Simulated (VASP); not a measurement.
# KI (Cmcm) in VASP: single point with PBE

Aim: the single point of KI with PBE.

All numbers are computed with VASP 6.6.1; they aren't measurements. Logs are shortened: lines on timing, memory, paths and dates and some standing lists are left out, and cuts for length are marked.

### Step 1. The cell of the first run

The structure is orthorhombic, space group Cmcm (No. 63). Conventional cell: a = 5.025 Å, b = 8.510 Å, c = 8.677 Å, α = 90.00°, β = 90.00°, γ = 90.00°. Within 4.7 Å of K (site symmetry 2/m) lie 6 I at 3.59 to 3.62 Å and 2 K at 4.34 Å. I (site symmetry m2m) has 6 K at 3.59 to 3.62 Å within 4.7 Å.

### Step 2. Single point, PBE

File INCAR:

```
SYSTEM = KI
PREC = Accurate
ENCUT = 520
EDIFF = 1E-6
ISMEAR = 0
SIGMA = 0.05
LREAL = .False.
LASPH = .True.
NELM = 80
ALGO = Normal
ISIF = 2
LWAVE = .False.
LCHARG = .False.
GGA = PE
NBANDS = 24
```

File KPOINTS:

```
Automatic mesh
0
Gamma
  10 10 6
  0 0 0
```

File POSCAR:

```
KI
1.0
    2.5126600000     -4.2552270000      0.0000000000
    2.5126600000      4.2552270000      0.0000000000
    0.0000000000      0.0000000000      8.6765890000
K I
2 2
Direct
    0.5000000000      0.5000000000      0.5000000000
    0.5000000000      0.5000000000      0.0000000000
    0.8402300000      0.1597700000      0.2500000000
    0.1597700000      0.8402300000      0.7500000000
```

Potentials or basis: VASP PAW PBE potentials, release 64 (K_sv, I).

Started as:

```console
cat potpaw_PBE.64/K_sv/POTCAR potpaw_PBE.64/I/POTCAR > POTCAR
mpirun -np 1 vasp_std > vasp.out
```

OUTCAR:

```text
SYSTEM = KI
   PREC = Accurate
   ENCUT = 520
   EDIFF = 1E-6
   ISMEAR = 0
   LREAL = .False.
   LASPH = .True.
   NELM = 80
   ISIF = 2
   GGA = PE

 ion  position               nearest neighbor table
   1  0.500  0.500  0.500-   4 3.59   3 3.59   4 3.59   3 3.59   3 3.62   4 3.62
   2  0.500  0.500  0.000-   4 3.59   3 3.59   4 3.59   3 3.59   3 3.62   4 3.62
   3  0.840  0.160  0.250-   1 3.59   2 3.59   1 3.59   2 3.59   1 3.62   2 3.62
   4  0.160  0.840  0.750-   1 3.59   2 3.59   1 3.59   2 3.59   1 3.62   2 3.62

  LATTYP: Found a base centered orthorhombic cell.
 ALAT       =     5.0253200000
 B/A-ratio  =     1.6935148408
 C/A-ratio  =     1.7265744271

  Lattice vectors:

 A1 = (   2.5126600000,  -4.2552270000,   0.0000000000)
 A2 = (   2.5126600000,   4.2552270000,   0.0000000000)
 A3 = (   0.0000000000,   0.0000000000,   8.6765890000)

Analysis of symmetry for initial positions (statically):
=====================================================================
 Subroutine PRICEL returns:
 Original cell was already a primitive cell.

 Routine SETGRP: Setting up the symmetry group for a
 base centered orthorhombic supercell.

 Subroutine GETGRP returns: Found  8 space group operations
 (whereof  4 operations were pure point group operations)
 out of a pool of  8 trial point group operations.

The static configuration has the point symmetry C_2h.
 The point group associated with its full space group is D_2h.

Analysis of symmetry for dynamics (positions and initial velocities):
=====================================================================
 Subroutine PRICEL returns:
 Original cell was already a primitive cell.

 Routine SETGRP: Setting up the symmetry group for a
 base centered orthorhombic supercell.

 Subroutine GETGRP returns: Found  8 space group operations
 (whereof  4 operations were pure point group operations)
 out of a pool of  8 trial point group operations.

The dynamic configuration has the point symmetry C_2h.
 The point group associated with its full space group is D_2h.

 Subroutine INISYM returns: Found  8 space group operations
 (whereof  4 operations are pure point group operations),
 and found     1 'primitive' translations

----------------------------------------------------------------------------------------

                                     Primitive cell

  volume of cell :     185.5391

  direct lattice vectors                    reciprocal lattice vectors
     2.512660000 -4.255227000  0.000000000     0.198992303 -0.117502545  0.000000000
[... 91 lines left out ...]
   LREAL  =      F    real-space projection
   EDIFFG = 0.1E-04   stopping-criterion for IOM
   NSW    =      0    number of steps for IOM
   IBRION =     -1    ionic relax: 0-MD 1-quasi-New 2-CG
   NFREE  =      0    steps in history (QN), initial steepest desc. (CG)
   ISIF   =      2    stress and relaxation
   ISYM   =      2    0-nonsym 1-usesym 2-fastsym
   POTIM  = 0.5000    time-step for ionic-motion
   TEBEG  =    0.0;   TEEND  =   0.0 temperature during run
   PSTRESS=    0.0 pullay stress
   NELECT =      32.0000    total number of electrons
   NUPDOWN=      -1.0000    fix difference up-down
   EMIN   =  10.00;   EMAX   =-10.00  energy-range for DOS
   EFERMI =   0.00;   METHOD = LEGACY
   ISMEAR =     0;   SIGMA  =   0.05  broadening in eV -4-tet -1-fermi 0-gaus
   EFERMI_NEDOS =   21; number of points for ismear=-14 and -15
   IALGO  =     38    algorithm
   IMIX   =      4    mixing-type and parameters
     AMIX     =   0.40;   BMIX     =  1.00
     AMIX_MAG =   1.60;   BMIX_MAG =  1.00
  volume/ion in A,a.u.               =      46.38       313.02
  Fermi-wavevector in a.u.,A,eV,Ry     =   0.911268  1.722048 11.298416  0.830410
  Thomas-Fermi vector in A             =   2.035528
   LORBIT       =      0    0 simple, 1 ext, 2 COOP (PROOUT), +10 PAW based schemes
   GGA     = PE    functional components
   LHFCALC =     F    Hartree Fock is set to
   AEXX    =    0.0000 exact exchange contribution
   IVDW    =     0    specifies the selected vdW correction
   LEPSILON=     F    determine dielectric tensor
   LRPA    =     F    only Hartree local field effects (RPA)
 non-spin polarized calculation
 Gauss-broadening in eV      SIGMA  =   0.05
  energy-cutoff  :      520.00
  volume of cell :      185.54
 maximum number of plane-waves:      5034
 NGX is ok and might be reduce to    40
   NGX = 19   NGY = 19   NGZ = 33

 number of electron      31.9999999 magnetization

 Free energy of the ion-electron system (eV)
  ---------------------------------------------------
  ext. energy  EPLUGINS =         0.00000000
  ---------------------------------------------------
  free energy    TOTEN  =       -11.05270429 eV

  energy without entropy =      -11.05270429  energy(sigma->0) =      -11.05270429

 E-fermi :  -0.3118     XC(G=0):  -6.9769

 val. band max:       -0.5681780707   @ k =   0.0000   0.0000   0.0000
 cond. band min:       3.1753819831   @ k =   0.0000   0.0000   0.0000
 fundamental gap:      3.7435600539
 Fermi energy:        -0.3118347903

 k-point     1 :       0.0000    0.0000    0.0000
  band No.  band energies     occupation
      1     -29.3195      2.00000
      2     -29.3154      2.00000
      3     -12.9400      2.00000
      4     -12.8036      2.00000
      5     -12.8002      2.00000
      6     -12.7933      2.00000
[... 637 lines left out ...]
     23       7.3691      0.00000
     24       7.7372      0.00000

 [... further k-points ...]

------------------------ aborting loop because EDIFF is reached ----------------------------------------

  FORCE on cell =-STRESS in cart. coord.  units (eV):
  Direction    XX          YY          ZZ          XY          YZ          ZX
  --------------------------------------------------------------------------------------
  -------------------------------------------------------------------------------------
  Total       -0.0025581      0.0543382      0.0389365      0.0000000      0.0000000      0.0000000
  in kB       -0.0220897      0.4692238      0.3362261      0.0000000      0.0000000      0.0000000
  external PRESSURE =       0.2611201 kB  Pullay stress =       0.0000000 kB

 VOLUME and BASIS-vectors are now :
 -----------------------------------------------------------------------------
  energy-cutoff  :      520.00
  volume of cell :      185.54
      direct lattice vectors                 reciprocal lattice vectors
     2.512660000 -4.255227000  0.000000000     0.198992303 -0.117502545  0.000000000
     2.512660000  4.255227000  0.000000000     0.198992303  0.117502545  0.000000000
     0.000000000  0.000000000  8.676589000     0.000000000  0.000000000  0.115252664

 POSITION                                       TOTAL-FORCE (eV/Angst)
 -----------------------------------------------------------------------------------
      2.51266      0.00000      4.33829         0.000000      0.000000      0.000000
      2.51266      0.00000      0.00000        -0.000000      0.000000      0.000000
      2.51266     -2.89551      2.16915        -0.000000      0.032663      0.000000
      2.51266      2.89551      6.50744        -0.000000     -0.032663     -0.000000
 -----------------------------------------------------------------------------------
    total drift:                               -0.000000      0.000000     -0.000000

  FREE ENERGIE OF THE ION-ELECTRON SYSTEM (eV)
  ---------------------------------------------------
  free  energy   TOTEN  =       -11.0527042879 eV

  energy  without entropy=      -11.0527042879  energy(sigma->0) =      -11.05270429
```

stdout:

```text
POSCAR found type information on POSCAR K I
 POSCAR found :  2 types and       4 ions
 scaLAPACK will be used
 LDA part: xc-table for (Slater+PW92), standard interpolation
 POSCAR, INCAR and KPOINTS ok, starting setup
 FFT: planning ... GRIDC
 FFT: planning ... GRID_SOFT
 FFT: planning ... GRID
 WAVECAR not read
 entering main loop
```

Run time: 5.1 min. Hardware: 1 thread of Intel Xeon 6975P-C (Granite Rapids), shared host; peak memory 0.65 GiB.

Results:

```yaml
Free_energy: -11.0527 eV
Pressure: 0.0 GPa
Largest_force: 0.033 eV/Å
Band_gap_on_the_k_mesh: 3.74 eV
```

Forces in eV/Å, atoms in the order of the input:
```
K    0.000  0.000  0.000
K    0.000  0.000  0.000
I    0.000  0.033  0.000
I    0.000 -0.033  0.000
```

Levels at points of the mesh, in eV from the valence-band top:
```csv
k point,band 14,band 15,band 16,band 17,band 18,band 19
"(0.00, 0.00, 0.00)",-0.20,-0.06,0.00,3.74,5.46,5.69
"(0.50, 0.00, 0.00)",-0.55,-0.33,-0.33,5.11,5.66,5.71
"(0.50, 0.50, 0.00)",-0.61,-0.41,-0.40,5.04,5.74,5.83
"(0.00, 0.00, 0.50)",-0.19,-0.13,-0.13,4.81,4.81,6.28
"(0.50, 0.00, 0.50)",-0.52,-0.33,-0.33,5.53,5.53,5.67
"(0.50, 0.50, 0.50)",-0.49,-0.41,-0.41,5.49,5.49,5.67
```

Caveat: spin-orbit coupling is left out, which moves the levels of the heavy elements. A k mesh can miss the band edges.
